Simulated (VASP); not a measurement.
# SnH5 (P4/mmm) in VASP: notebook, part 2 of 2

VASP 6.6.1.

## Step 3: Single point, PBE

This run uses another cell than the first one, of 11.82 Å³/atom, 1.304 times its volume.

INCAR

```
SYSTEM = SnH5
  PREC = Accurate
  ENCUT = 520
  EDIFF = 1E-7
  ISMEAR = 0
  SIGMA = 0.1
  LREAL = .FALSE.
  LASPH = .TRUE.
  NELM = 80
  ALGO = Normal
  ISIF = 2
  LWAVE = .FALSE.
  LCHARG = .FALSE.
  GGA = PE
  NBANDS = 18
```

KPOINTS

```
Automatic mesh
0
G
  6 6 2
  0 0 0
```

POSCAR

```
SnH5
1.0
    2.5581148500      0.0000000000      0.0000000000
    0.0000000000      2.5581148500      0.0000000000
    0.0000000000      0.0000000000     10.8360921200
Sn H
1 5
Direct
    0.5000000000      0.5000000000      0.0000000000
    0.5000000000      0.5000000000      0.3344822800
    0.5000000000      0.5000000000      0.6655177200
    0.0000000000      0.0000000000      0.1759868000
    0.0000000000      0.0000000000      0.8240132000
    0.0000000000      0.0000000000      0.5000000000
```

Potentials or basis: VASP PAW PBE potentials, release 64 (Sn_d, H).

Command:

```bash
> cat potpaw_PBE.64/Sn_d/POTCAR potpaw_PBE.64/H/POTCAR > POTCAR
> mpirun -np 1 vasp_std > vasp.out
```

OUTCAR:

```text
SYSTEM = SnH5
   PREC = Accurate
   ENCUT = 520
   EDIFF = 1E-7
   ISMEAR = 0
   LREAL = .FALSE.
   LASPH = .TRUE.
   NELM = 80
   ISIF = 2
   GGA = PE

 ion  position               nearest neighbor table
   1  0.500  0.500  0.000-
   2  0.500  0.500  0.334-
   3  0.500  0.500  0.666-
   4  0.000  0.000  0.176-
   5  0.000  0.000  0.824-
   6  0.000  0.000  0.500-

  LATTYP: Found a simple tetragonal cell.
 ALAT       =     2.5581148500
 C/A-ratio  =     4.2359677948

  Lattice vectors:

 A1 = (   2.5581148500,   0.0000000000,   0.0000000000)
 A2 = (   0.0000000000,   2.5581148500,   0.0000000000)
 A3 = (   0.0000000000,   0.0000000000,  10.8360921200)

Analysis of symmetry for initial positions (statically):
=====================================================================
 Subroutine PRICEL returns:
 Original cell was already a primitive cell.

 Routine SETGRP: Setting up the symmetry group for a
 simple tetragonal supercell.

 Subroutine GETGRP returns: Found 16 space group operations
 (whereof 16 operations were pure point group operations)
 out of a pool of 16 trial point group operations.

The static configuration has the point symmetry D_4h.

Analysis of symmetry for dynamics (positions and initial velocities):
=====================================================================
 Subroutine PRICEL returns:
 Original cell was already a primitive cell.

 Routine SETGRP: Setting up the symmetry group for a
 simple tetragonal supercell.

 Subroutine GETGRP returns: Found 16 space group operations
 (whereof 16 operations were pure point group operations)
 out of a pool of 16 trial point group operations.

The dynamic configuration has the point symmetry D_4h.

 Subroutine INISYM returns: Found 16 space group operations
 (whereof 16 operations are pure point group operations),
[... 119 lines left out ...]
     AMIX_MAG =   1.60;   BMIX_MAG =  1.00
  volume/ion in A,a.u.               =      11.82        79.76
  Fermi-wavevector in a.u.,A,eV,Ry     =   1.055411  1.994438 15.155437  1.113893
  Thomas-Fermi vector in A             =   2.190609
   LORBIT       =      0    0 simple, 1 ext, 2 COOP (PROOUT), +10 PAW based schemes
   GGA     = PE    functional components
   LHFCALC =     F    Hartree Fock is set to
   AEXX    =    0.0000 exact exchange contribution
   IVDW    =     0    specifies the selected vdW correction
   LEPSILON=     F    determine dielectric tensor
   LRPA    =     F    only Hartree local field effects (RPA)
 non-spin polarized calculation
 Gauss-broadening in eV      SIGMA  =   0.10
  energy-cutoff  :      520.00
  volume of cell :       70.91
 maximum number of plane-waves:      1940
 NGX is ok and might be reduce to    20
   NGX =  9   NGY =  9   NGZ = 41

 number of electron      19.0000002 magnetization

 Free energy of the ion-electron system (eV)
  ---------------------------------------------------
  ext. energy  EPLUGINS =         0.00000000
  ---------------------------------------------------
  free energy    TOTEN  =        -9.24525417 eV

  energy without entropy =       -9.22884265  energy(sigma->0) =       -9.23704841

 E-fermi :   0.8210     XC(G=0):  -8.3854

 val. band max:        0.8111651576   @ k =   0.5000   0.1667   0.0000
 cond. band min:       0.8306055114   @ k =   0.5000   0.1667   0.0000
 fundamental gap:      0.0194403538
 Fermi energy:         0.8210449368

 k-point     1 :       0.0000    0.0000    0.0000
  band No.  band energies     occupation
      1     -22.4299      2.00000
      2     -21.7745      2.00000
      3     -20.9667      2.00000
      4     -20.9667      2.00000
      5     -20.7842      2.00000
      6     -11.9725      2.00000
[... 397 lines left out ...]
      5     -20.3382      2.00000
      6      -0.8254      2.00000
[... 10 lines left out ...]
     17       8.9918      0.00000
     18      11.2330      0.00000

------------------------ aborting loop because EDIFF is reached ----------------------------------------

  FORCE on cell =-STRESS in cart. coord.  units (eV):
  Direction    XX          YY          ZZ          XY          YZ          ZX
  --------------------------------------------------------------------------------------
  -------------------------------------------------------------------------------------
  Total        6.3539406      6.3539406     -6.9178456      0.0000000      0.0000000      0.0000000
  in kB      143.5624853    143.5624853   -156.3034921      0.0000000      0.0000000      0.0000000
  external PRESSURE =      43.6071595 kB  Pullay stress =       0.0000000 kB

 VOLUME and BASIS-vectors are now :
 -----------------------------------------------------------------------------
  energy-cutoff  :      520.00
  volume of cell :       70.91
      direct lattice vectors                 reciprocal lattice vectors
     2.558114850  0.000000000  0.000000000     0.390912863  0.000000000  0.000000000
     0.000000000  2.558114850  0.000000000     0.000000000  0.390912863  0.000000000
     0.000000000  0.000000000 10.836092120     0.000000000  0.000000000  0.092284191

 POSITION                                       TOTAL-FORCE (eV/Angst)
 -----------------------------------------------------------------------------------
      1.27906      1.27906      0.00000         0.000000     -0.000000      0.000000
      1.27906      1.27906      3.62448         0.000000     -0.000000      0.186898
      1.27906      1.27906      7.21161        -0.000000     -0.000000     -0.186898
      0.00000      0.00000      1.90701        -0.000000      0.000000     -0.393928
      0.00000      0.00000      8.92908         0.000000     -0.000000      0.393928
      0.00000      0.00000      5.41805         0.000000     -0.000000      0.000000
 -----------------------------------------------------------------------------------
    total drift:                               -0.000000      0.000000     -0.000000

  FREE ENERGIE OF THE ION-ELECTRON SYSTEM (eV)
  ---------------------------------------------------
  free  energy   TOTEN  =        -9.2452541651 eV

  energy  without entropy=       -9.2288426517  energy(sigma->0) =       -9.23704841
```

OSZICAR:

```text
N       E                     dE             d eps       ncg     rms          rms(c)
DAV:   1     0.111810579420E+03    0.11181E+03   -0.90525E+03   720   0.115E+03
DAV:   2     0.129711782143E+01   -0.11051E+03   -0.10655E+03   802   0.294E+02
DAV:   3    -0.916630169783E+01   -0.10463E+02   -0.10288E+02   860   0.817E+01
DAV:   4    -0.944211699465E+01   -0.27582E+00   -0.27555E+00   878   0.145E+01
DAV:   5    -0.944962233619E+01   -0.75053E-02   -0.75050E-02   968   0.234E+00    0.367E+00
DAV:   6    -0.930711234307E+01    0.14251E+00   -0.55537E-01   984   0.464E+00    0.218E+00
DAV:   7    -0.928055015238E+01    0.26562E-01   -0.38565E-01   876   0.143E+00    0.165E+00
DAV:   8    -0.924659867033E+01    0.33951E-01   -0.53354E-02   950   0.112E+00    0.483E-01
DAV:   9    -0.924575190421E+01    0.84677E-03   -0.15660E-02   844   0.574E-01    0.240E-01
DAV:  10    -0.924515492847E+01    0.59698E-03   -0.12611E-03   860   0.183E-01    0.760E-02
DAV:  11    -0.924529860082E+01   -0.14367E-03   -0.30680E-04   870   0.893E-02    0.610E-02
DAV:  12    -0.924525415151E+01    0.44449E-04   -0.83047E-05   848   0.349E-02    0.744E-03
DAV:  13    -0.924525509267E+01   -0.94116E-06   -0.10826E-05   838   0.132E-02    0.662E-03
DAV:  14    -0.924525434867E+01    0.74399E-06   -0.25941E-06   876   0.652E-03    0.377E-03
DAV:  15    -0.924525415463E+01    0.19404E-06   -0.67894E-07   788   0.283E-03    0.125E-03
DAV:  16    -0.924525416506E+01   -0.10434E-07   -0.87838E-08   584   0.133E-03
   1 F= -.92452542E+01 E0= -.92370484E+01  d E =-.164115E-01
```

Run time: 17 s. Hardware: 1 thread of Intel Xeon 6975P-C (Granite Rapids), shared host; peak memory 0.17 GiB.

What came out:

```yaml
Free_energy: -9.2453 eV
Pressure: 4.4 GPa
Largest_force: 0.394 eV/Å
```

Forces on the atoms (eV/Å):
```
Sn   0.000  0.000  0.000
H    0.000  0.000  0.187
H    0.000  0.000 -0.187
H    0.000  0.000 -0.394
H    0.000  0.000  0.394
H    0.000  0.000  0.000
```

Caveat: the k points lie up to 0.41 Å⁻¹ apart; spin-orbit coupling is left out, which moves the levels of the heavy elements.
